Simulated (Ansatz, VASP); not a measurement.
## LiBr: VASP beside Ansatz

Contents of INCAR:

```
PREC = Accurate
ENCUT = 750
EDIFF = 1E-6
ISMEAR = 0
SIGMA = 0.01
LREAL = False
LASPH = True
NELM = 200
ALGO = Normal
ISIF = 2
LWAVE = False
LCHARG = True
MAGMOM = 0 0 0 0 0 0
LORBIT = 11
LSORBIT = True
GGA_COMPAT = False
LORBMOM = True
GGA = PS
LVHAR = True
NBANDS = 22
```

KPOINTS

```
regular mesh
0
Gamma
  8 8 8
```

Contents of POSCAR:

```
LiBr
1.0
    2.6089206571      2.6089206571      0.0000000000
   -2.6089206571      2.6089206571      0.0000000000
    0.0000000000      2.6089206571      2.6089206571
Li Br
1 1
Direct
    0.0000000000      0.0000000000      0.0000000000
    0.5000000000      0.5000000000      0.0000000000
```

Input for Ansatz:

```yaml
crystal:
  lattice:
    - [2.60892065711, 2.60892065711, 0.0]
    - [-2.60892065711, 2.60892065711, 0.0]
    - [0.0, 2.60892065711, 2.60892065711]
  atoms:
    - { symbol: Li, position: [0.0, 0.0, 0.0] }
    - { symbol: Br, position: [0.5, 0.5, 0.0] }
kpoints:
  mp_grid: { grid: [8, 8, 8] }
scf:
  occupations: { method: fixed }
  convergence: { dr2_threshold: 1.0e-10 }
hamiltonian:
  xc: pbesol
  pseudopotentials: { kind: all_electron, lapw: { basis_error: 0.0005 } }
magnetization:
  noncollinear: true
  spin_orbit: true
output:
  forces: true
  stress: true
  eigenstates:
    kpoints:
      - [0.0, 0.0, 0.0]
      - [0.5, 0.0, 0.0]
      - [0.0, 0.5, 0.5]
      - [0.0, -0.5, 0.0]
      - [0.5, 0.0, 0.5]
      - [-0.5, -0.5, -0.5]
      - [-0.5, 0.5, 0.0]
      - [0.0, 0.0, -0.5]
  eigenvalues: true
```

Alike in both runs: task single point; functional PBEsol; k mesh 8 × 8 × 8; non-collinear spin, spin-orbit coupling.

|  | VASP | Ansatz |
| --- | --- | --- |
| version | VASP 6.6.1 | Ansatz 0.2.0 |
| potentials or method | VASP PAW PBE potentials, release 64 (Li_sv, Br), cutoff 750 eV | all-electron LAPW |
| occupations | gaussian, width 0.01 eV | fixed |

```tsv
	VASP	Ansatz	Ansatz less VASP
pressure (GPa)	4.0	4.0	-0.01
net moment per atom (μB)	0.00	0.00	0.000
```

VASP's potentials were made for PBE, not for PBEsol. Ansatz ran all-electron here, and VASP with PAW potentials.
